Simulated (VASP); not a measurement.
Write the native input for VASP 6.6.1 that does the following.

* Task: single point
* Functional: LDA
* Potentials or basis: VASP PAW LDA potentials, release 64 (C)
* Cutoff: 520 eV
* k mesh: 10 × 10 × 10
* Occupations: gaussian, width 0.01 eV
* Spin: no spin polarisation
* Dipole correction: no
* Further INCAR settings: ALGO = Normal; EDIFF = 1e-07; NBANDS = 11

The structure of C lies in POSCAR:

```
C
1.0
    0.0000000000      1.7537826711      1.7537826711
    1.7537826711      0.0000000000      1.7537826711
    1.7537826711      1.7537826711      0.0000000000
C
2
Direct
    0.5000000000      0.5000000000      0.5000000000
    0.7500000000      0.7500000000      0.7500000000
```

These files were run (other wordings do the same):

INCAR

```
PREC     = Accurate       # precision mode
ENCUT    = 520            # plane-wave cutoff, eV
EDIFF    = 1E-7           # SCF threshold, eV
ISMEAR   = 0              # smearing method
SIGMA    = 0.01           # smearing width, eV
LREAL    = F              # projectors in reciprocal space
LASPH    = T              # aspherical terms in the spheres
NELM     = 60             # most SCF steps
ALGO     = Normal         # electronic algorithm
ISIF     = 2              # what is computed and relaxed
LWAVE    = F              # write WAVECAR
LCHARG   = T              # write CHGCAR
GGA      = CA             # functional
LELF     = T              # ELF
LVHAR    = T            
NBANDS   = 11             # bands
```

KPOINTS

```
Automatic mesh
0
Gamma
  10 10 10
```

Potentials or basis: VASP PAW LDA potentials, release 64 (C).

Command:

```bash
$ cat potpaw_LDA.64/C/POTCAR > POTCAR
$ mpirun -np 1 vasp_std > vasp.out
```

Results of the run:

```json
{
  "Pressure": "11.7 GPa",
  "Band gap on the k mesh": "4.25 eV, indirect (least direct gap 5.68 eV)"
}
```

It took 5.4 s on 1 thread of Intel(R) Xeon(R) Platinum 8259CL CPU @ 2.50GHz (Skylake/Cascade Lake), with other jobs on the host, peak memory 0.11 GiB.
